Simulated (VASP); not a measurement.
Zr: relaxation of cell and atoms with LDA

Zr:

```
Zr
1.0
     2.49311    0.00000    0.00000
    -1.24655    2.15909    0.00000
     0.00000    0.00000    4.03883
Zr
2
Direct
  0.33333 0.66667 0.25000
  0.66667 0.33333 0.75000
```

```json
{
  "Program": "VASP 6.6.1",
  "Task": "relaxation of cell and atoms",
  "Functional": "LDA",
  "Potentials or basis": "VASP PAW LDA potentials, release 64 (Zr_sv)",
  "Cutoff": "600 eV",
  "k mesh": "18 × 18 × 10",
  "Occupations": "fermi-dirac, width 0.1 eV",
  "Spin": "no spin polarisation",
  "Target pressure": "220 GPa",
  "Dipole correction": "no",
  "Further INCAR settings": "ALGO = Normal; EDIFF = 1e-06; IBRION = 2; EDIFFG = -0.005; NSW = 60; ISIF = 3"
}
```

```
Relaxed volume                                         : 10.97 Å³/atom
Relaxed cell                                           : a = 2.418 Å, b = 2.418 Å, c = 4.334 Å, α = 90.00°, β = 90.00°, γ = 120.00°
Space group after relaxing (to 0.05 Å)                 : P6_3/mmc (No. 194)
Energy change on relaxing (the enthalpy is what falls) : -223.4 meV/atom
Ionic steps                                            : 20
Pressure after relaxing                                : 220.0 GPa
Band gap on the k mesh                                 : zero (band 12 reaches 21.07 eV, above the bottom of band 13 at 19.19 eV)
```

Stress tensor (GPa, compression positive):
```
220.07   0.00   0.00
  0.00 220.07   0.00
  0.00   0.00 219.99
```

The path:
| step | energy change (eV) | largest force (eV/Å) | pressure (GPa) | volume (Å³) |
| --- | --- | --- | --- | --- |
| 1 | 0.0000 | 0.0000 | 224.48 | 21.74 |
| 2 | -1.3514 | 0.0000 | 197.75 | 22.65 |
| 3 | -1.1155 | 0.0000 | 202.63 | 22.47 |
| 4 | -0.4977 | 0.0000 | 219.40 | 21.99 |
| 5 | -0.6445 | 0.0000 | 215.48 | 22.10 |
| 6 | -0.6550 | 0.0000 | 215.25 | 22.10 |
| 7 | -0.4606 | 0.0000 | 219.63 | 21.96 |
| 8 | -0.4714 | 0.0000 | 219.47 | 21.97 |
| 9 | -0.4758 | 0.0000 | 219.32 | 21.97 |
| 10 | -0.4527 | 0.0000 | 219.87 | 21.95 |
| 11 | -0.4509 | 0.0000 | 219.93 | 21.95 |
| 12 | -0.4504 | 0.0000 | 219.93 | 21.95 |
| 13 | -0.4494 | 0.0000 | 219.94 | 21.95 |
| 14 | -0.4471 | 0.0000 | 220.00 | 21.95 |
| 15 | -0.4402 | 0.0000 | 220.12 | 21.94 |
| 16 | -0.4438 | 0.0000 | 220.14 | 21.95 |
| 17 | -0.4459 | 0.0000 | 220.07 | 21.95 |
| 18 | -0.4463 | 0.0000 | 220.07 | 21.95 |
| 19 | -0.4467 | 0.0000 | 220.06 | 21.95 |
| 20 | -0.4469 | 0.0000 | 220.04 | 21.95 |

Final structure:
```
Zr
1.0
     2.41824    0.00000    0.00000
    -1.20912    2.09426    0.00000
     0.00000    0.00000    4.33392
Zr
2
Direct
  0.33333 0.66667 0.25000
  0.66667 0.33333 0.75000
```

Levels at points of the mesh, in eV from the Fermi level:
```tsv
k point	band 9	band 10	band 11	band 12	band 13	band 14	band 15	band 16
(0.00, 0.00, 0.00)	-4.26	-4.12	-1.20	0.69	0.69	1.88	1.88	5.16
(0.50, 0.00, 0.00)	-6.66	-5.89	-4.14	0.48	0.93	2.35	4.04	10.64
(0.00, 0.00, 0.50)	-3.00	-3.00	0.80	0.80	0.80	0.80	1.18	1.18
(0.50, 0.00, 0.50)	-6.18	-6.18	-4.60	-4.60	4.46	4.46	6.60	6.60
```

It took 17 min on 1 thread of AMD EPYC 7R13 (shared host), peak memory 0.17 GiB.

Caveat: the cell is relaxed towards a set pressure, so the enthalpy falls and the energy may rise.
